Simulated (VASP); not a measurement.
# Pt5Se9 (a cell with a defect) in VASP: single point with PBE

Aim: the single point of Pt5Se9 (a cell with a defect) with PBE.

All numbers are computed with VASP 6.6.1; they aren't measurements. Logs are shortened: lines on timing, memory, paths and dates and some standing lists are left out, and cuts for length are marked.

## (1) The cell of the first run

The cell holds a defect, 28 atoms: a = 9.192 Å, b = 9.192 Å, c = 9.192 Å, α = 75.50°, β = 75.50°, γ = 75.50°.

## (2) Single point, PBE (with an interstitial atom, then relaxed in part)

INCAR

```
PREC     = Accurate       # precision mode
ENCUT    = 520            # plane-wave cutoff, eV
EDIFF    = 1E-6           # SCF threshold, eV
ISMEAR   = 0              # smearing method
SIGMA    = 0.01           # smearing width, eV
LREAL    = Auto         
LASPH    = T              # aspherical terms in the spheres
NELM     = 100            # most SCF steps
ALGO     = Normal         # electronic algorithm
ISIF     = 2              # what is computed and relaxed
LWAVE    = F              # write WAVECAR
LCHARG   = F              # write CHGCAR
GGA      = PE             # functional
NBANDS   = 124            # bands
```

KPOINTS

```
Automatic mesh
0
Gamma
  2 2 2
  0.5 0.5 0.5
```

POSCAR

```
Pt5Se9
1.0
   -5.6273392766     -3.2489458462      6.5013337589
    5.6273392766     -3.2489458462      6.5013337589
    0.0000000000      6.4978916924      6.5013337589
Pt Se
10 18
Direct
    0.6653206526      0.3347534270      0.0025670761
    0.6684636263      0.0069679073      0.3372271001
    0.3339793611      0.6661373623      0.0025293781
    1.0026269834      1.0034084003      0.0031978323
    0.3229871477      0.3238559205      0.3288576809
    0.6677590914      0.6685798521      0.6687357771
    0.3291392456     -0.0039854142      0.6684649107
    1.0061483773      0.6693386657      0.3371964755
    0.9952205372      0.3300263339      0.6686114215
    0.1279699038      0.1289143087      0.3020871163
    0.7184603846      0.7192753907      0.3783265292
    0.7071810257      0.3792814463      0.7141084701
    0.3736022341      0.0222658577      0.3805507379
    0.0213687671      0.3744177707      0.3807416790
    0.3784635836      0.7079753511      0.7140594446
    0.7139605954      0.0452754075      0.0493733907
    0.3761799653      0.3769761427      0.0387725765
    0.0392461360      0.0401751637      0.7150557104
    0.0445073179      0.7147517948      0.0493499711
    0.6099392985      0.2928596813      0.2926416952
    0.6182472346      0.9589645970      0.6263061342
    0.2920569007      0.6107839718      0.2926061913
    0.9687850506      0.9694888529      0.2908176790
    0.2838839227      0.2846480641      0.6175668483
    0.6225201554      0.6233092785      0.9583073698
    0.2917226829      0.9568457548      0.9568198903
    0.9581292709      0.6191673342      0.6263257700
    0.9560011682      0.2925513384      0.9569732467
```

Potentials or basis: VASP PAW PBE potentials, release 64 (Pt, Se).

The run is started by

```console
cat potpaw_PBE.64/Pt/POTCAR potpaw_PBE.64/Se/POTCAR > POTCAR
mpirun -np 1 vasp_std > vasp.out
```

OUTCAR:

```text
PREC = Accurate
   ENCUT = 520
   EDIFF = 1E-6
   ISMEAR = 0
   LREAL = Auto
   LASPH = T
   NELM = 100
   ISIF = 2
   GGA = PE

 ion  position               nearest neighbor table
   1  0.665  0.335  0.003-  12 2.52  25 2.52  16 2.53  20 2.53  17 2.54  28 2.54
   2  0.668  0.007  0.337-  20 2.50  11 2.51  16 2.52  21 2.52  13 2.61  23 2.63
   3  0.334  0.666  0.003-  15 2.52  25 2.52  19 2.53  22 2.53  17 2.54  26 2.54
   4  0.003  0.003  0.003-  19 2.52  16 2.52  26 2.53  28 2.53  18 2.53  23 2.53
   5  0.323  0.324  0.329-  22 2.53  20 2.53  17 2.53  24 2.53  13 2.63  14 2.63  10 2.92
   6  0.668  0.669  0.669-  25 2.53  12 2.53  15 2.53  11 2.53  27 2.54  21 2.54
   7  0.329  0.996  0.668-  15 2.52  24 2.52  26 2.53  13 2.53  18 2.53  21 2.53
   8  0.006  0.669  0.337-  22 2.50  11 2.51  19 2.52  27 2.52  14 2.61  23 2.63
   9  0.995  0.330  0.669-  12 2.52  24 2.52  28 2.53  14 2.53  18 2.53  27 2.53
  10  0.128  0.129  0.302-  23 2.35  14 2.44  13 2.44   5 2.92
  11  0.718  0.719  0.378-   8 2.51   2 2.51   6 2.53
  12  0.707  0.379  0.714-   9 2.52   1 2.52   6 2.53
  13  0.374  0.022  0.381-  10 2.44   7 2.53   2 2.61   5 2.63
  14  0.021  0.374  0.381-  10 2.44   9 2.53   8 2.61   5 2.63
  15  0.378  0.708  0.714-   7 2.52   3 2.52   6 2.53
  16  0.714  0.045  0.049-   2 2.52   4 2.52   1 2.53
  17  0.376  0.377  0.039-   5 2.53   1 2.54   3 2.54
  18  0.039  0.040  0.715-   4 2.53   9 2.53   7 2.53
  19  0.045  0.715  0.049-   8 2.52   4 2.52   3 2.53
  20  0.610  0.293  0.293-   2 2.50   5 2.53   1 2.53
  21  0.618  0.959  0.626-   2 2.52   7 2.53   6 2.54
  22  0.292  0.611  0.293-   8 2.50   5 2.53   3 2.53
  23  0.969  0.969  0.291-  10 2.35   4 2.53   8 2.63   2 2.63
  24  0.284  0.285  0.618-   7 2.52   9 2.52   5 2.53
  25  0.623  0.623  0.958-   3 2.52   1 2.52   6 2.53
  26  0.292  0.957  0.957-   4 2.53   7 2.53   3 2.54
  27  0.958  0.619  0.626-   8 2.52   9 2.53   6 2.54
  28  0.956  0.293  0.957-   4 2.53   9 2.53   1 2.54

  LATTYP: Found a trigonal (rhomboedric) cell.
 ALAT       =     9.1918407890
 COS(alpha) =     0.2503971852

  Lattice vectors:

 A1 = (  -5.6273392766,  -3.2489458462,   6.5013337589)
 A2 = (   5.6273392766,  -3.2489458462,   6.5013337589)
 A3 = (   0.0000000000,   6.4978916924,   6.5013337589)

Analysis of symmetry for initial positions (statically):
=====================================================================
 Subroutine PRICEL returns:
 Original cell was already a primitive cell.

 Routine SETGRP: Setting up the symmetry group for a
 trigonal (rhombohedral) supercell.

 Subroutine GETGRP returns: Found  1 space group operations
[... 154 lines left out ...]
   ISIF   =      2    stress and relaxation
   ISYM   =      2    0-nonsym 1-usesym 2-fastsym
   POTIM  = 0.5000    time-step for ionic-motion
   TEBEG  =    0.0;   TEEND  =   0.0 temperature during run
   PSTRESS=    0.0 pullay stress
   NELECT =     208.0000    total number of electrons
   NUPDOWN=      -1.0000    fix difference up-down
   EMIN   =  10.00;   EMAX   =-10.00  energy-range for DOS
   EFERMI =   0.00;   METHOD = LEGACY
   ISMEAR =     0;   SIGMA  =   0.01  broadening in eV -4-tet -1-fermi 0-gaus
   EFERMI_NEDOS =   21; number of points for ismear=-14 and -15
   IALGO  =     38    algorithm
   IMIX   =      4    mixing-type and parameters
     AMIX     =   0.40;   BMIX     =  1.00
     AMIX_MAG =   1.60;   BMIX_MAG =  1.00
  volume/ion in A,a.u.               =      25.47       171.88
  Fermi-wavevector in a.u.,A,eV,Ry     =   1.085666  2.051611 16.036784  1.178670
  Thomas-Fermi vector in A             =   2.221785
   LORBIT       =      0    0 simple, 1 ext, 2 COOP (PROOUT), +10 PAW based schemes
   GGA     = PE    functional components
   LHFCALC =     F    Hartree Fock is set to
   AEXX    =    0.0000 exact exchange contribution
   IVDW    =     0    specifies the selected vdW correction
   LEPSILON=     F    determine dielectric tensor
   LRPA    =     F    only Hartree local field effects (RPA)
 non-spin polarized calculation
 Gauss-broadening in eV      SIGMA  =   0.01
  energy-cutoff  :      520.00
  volume of cell :      713.18
 maximum number of plane-waves:     19212
 NGX is ok and might be reduce to    70
   NGX = 35   NGY = 35   NGZ = 35

 number of electron     207.9999996 magnetization

 Free energy of the ion-electron system (eV)
  ---------------------------------------------------
  ext. energy  EPLUGINS =         0.00000000
  ---------------------------------------------------
  free energy    TOTEN  =      -133.80854376 eV

  energy without entropy =     -133.80854376  energy(sigma->0) =     -133.80854376

 E-fermi :   3.7219     XC(G=0):  -9.2218

 val. band max:        3.6402478835   @ k =   0.2500  -0.2500   0.2500
 cond. band min:       4.4949722644   @ k =   0.2500   0.2500  -0.2500
 fundamental gap:      0.8547243810
 Fermi energy:         3.7219434084

 k-point     1 :       0.2500    0.2500    0.2500
  band No.  band energies     occupation
      1     -10.8346      2.00000
      2     -10.0984      2.00000
      3     -10.0262      2.00000
      4      -9.9371      2.00000
      5      -9.8619      2.00000
      6      -9.8330      2.00000
[... 465 lines left out ...]
    115       5.2390      0.00000
    116       5.2906      0.00000
 [bands above 116 left out]

------------------------ aborting loop because EDIFF is reached ----------------------------------------

  FORCE on cell =-STRESS in cart. coord.  units (eV):
  Direction    XX          YY          ZZ          XY          YZ          ZX
  --------------------------------------------------------------------------------------
  -------------------------------------------------------------------------------------
  Total        3.4824690      2.1030144     -1.1002253      0.0101837      0.0580773      0.0050814
  in kB        7.8234545      4.7244750     -2.4716838      0.0228779      0.1304720      0.0114155
  external PRESSURE =       3.3587485 kB  Pullay stress =       0.0000000 kB

 VOLUME and BASIS-vectors are now :
 -----------------------------------------------------------------------------
  energy-cutoff  :      520.00
  volume of cell :      713.18
      direct lattice vectors                 reciprocal lattice vectors
    -5.627339277 -3.248945846  6.501333759    -0.088851938 -0.051298690  0.051271531
     5.627339277 -3.248945846  6.501333759     0.088851938 -0.051298690  0.051271531
     0.000000000  6.497891692  6.501333759     0.000000000  0.102597381  0.051271531

 POSITION                                       TOTAL-FORCE (eV/Angst)
 -----------------------------------------------------------------------------------
     -1.86021     -3.23251      6.51850         0.005713     -0.001398      0.000509
     -3.72246     -0.00318      6.58363         0.015231      0.002165     -0.000169
      1.86917     -3.23289      6.51854        -0.007390     -0.002253     -0.002476
      0.00440      0.00117      0.06003         0.003647      0.001616      0.017015
      0.00489      0.03532      6.34336        -0.003978     -0.006831      0.011740
      0.00462      0.00368     13.03566        -0.000190      0.000500     -0.013232
[... 20 lines left out ...]
     -1.90745     -1.05475     14.32648         0.000317      0.000262      0.001920
     -3.73346      2.16183     14.33886        -0.005597     -0.003516     -0.002246
 -----------------------------------------------------------------------------------
    total drift:                                0.009937      0.025089      0.009394

  FREE ENERGIE OF THE ION-ELECTRON SYSTEM (eV)
  ---------------------------------------------------
  free  energy   TOTEN  =      -133.8085437647 eV

  energy  without entropy=     -133.8085437647  energy(sigma->0) =     -133.80854376
```

stdout:

```text
POSCAR found type information on POSCAR PtSe
 POSCAR found :  2 types and      28 ions
 scaLAPACK will be used
 LDA part: xc-table for (Slater+PW92), standard interpolation
 POSCAR, INCAR and KPOINTS ok, starting setup
 FFT: planning ... GRIDC
 FFT: planning ... GRID_SOFT
 FFT: planning ... GRID
 WAVECAR not read
 entering main loop
```

Wall time 23 min (1 thread of Oxide Virtual Turin-like, shared host); peak memory 0.76 GiB.

What came out:

```
Free energy            : -133.8085 eV
Pressure               : 0.3 GPa
Largest force          : 0.030 eV/Å
Band gap on the k mesh : 0.85 eV
```

Forces on the atoms (eV/Å):
```
Pt   0.006 -0.001  0.001
Pt   0.015  0.002  0.000
Pt  -0.007 -0.002 -0.002
Pt   0.004  0.002  0.017
Pt  -0.004 -0.007  0.012
Pt   0.000  0.001 -0.013
Pt  -0.015 -0.007  0.012
Pt  -0.023  0.005  0.000
Pt   0.014 -0.010  0.007
Pt  -0.001 -0.007  0.018
Se  -0.002  0.008 -0.002
Se   0.003  0.004  0.002
Se   0.015  0.003  0.003
Se  -0.013  0.000  0.007
Se   0.009  0.005  0.002
Se  -0.002  0.002 -0.002
Se  -0.001  0.003  0.008
Se  -0.003 -0.010 -0.003
Se   0.000  0.001 -0.006
Se  -0.001  0.000 -0.013
Se   0.000  0.005  0.001
Se   0.003  0.004 -0.009
Se   0.003  0.003 -0.030
Se   0.001  0.001 -0.005
Se   0.002 -0.001 -0.001
Se   0.002  0.000 -0.001
Se   0.000  0.000  0.002
Se  -0.006 -0.004 -0.002
```

Caveat: the cell differs from its parent crystal (with an interstitial atom, then relaxed in part); spin-orbit coupling is left out, which moves the levels of the heavy elements.
